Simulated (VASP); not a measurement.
Runs of VASP 6.6.1 on La2O3. It takes space group P-3m1 (No. 164, trigonal). The conventional cell has a = 3.931 Å, b = 3.931 Å, c = 6.112 Å, α = 90.00°, β = 90.00°, γ = 120.00°. La (site symmetry 3m) has 7 O at 2.36 to 2.72 Å within 3.1 Å. O (site symmetry 3m) has 4 La at 2.36 to 2.44 Å and 6 O at 2.89 to 3.14 Å within 3.2 Å. Within 3.6 Å of O (site symmetry -3m) lie 6 La at 2.72 Å and 6 O at 3.14 Å. 

```tsv
level	gap on the mesh (eV)	pressure (GPa)	largest force (eV/Å)
PBE	(b)	1.6	0.01
BLYP	3.91	6.6	0.14
PBEsol	(a)	(c)	0.10
revPBE	3.91	3.8	0.03
RPBE	3.92	4.7	0.04
```

Alike in all rows: task single point; potentials or basis VASP PAW PBE potentials, release 64 (La, O); no spin polarisation; cell as given; k mesh 6 × 6 × 4; cutoff (eV) 520; smearing gaussian 0.01 eV.

Q: Fill in the values left out.

A: (a) 3.78; (b) 3.86; (c) -3.2.

Caveats: spin-orbit coupling is left out, which moves the levels of the heavy elements; the PAW data sets were made with another functional, which shifts forces and pressure a little (at least some runs); the cell stands under pressure (at least some runs); the cell stands under tension (at least some runs).

A k mesh can miss the band edges, and the runs leave out spin-orbit coupling on La.
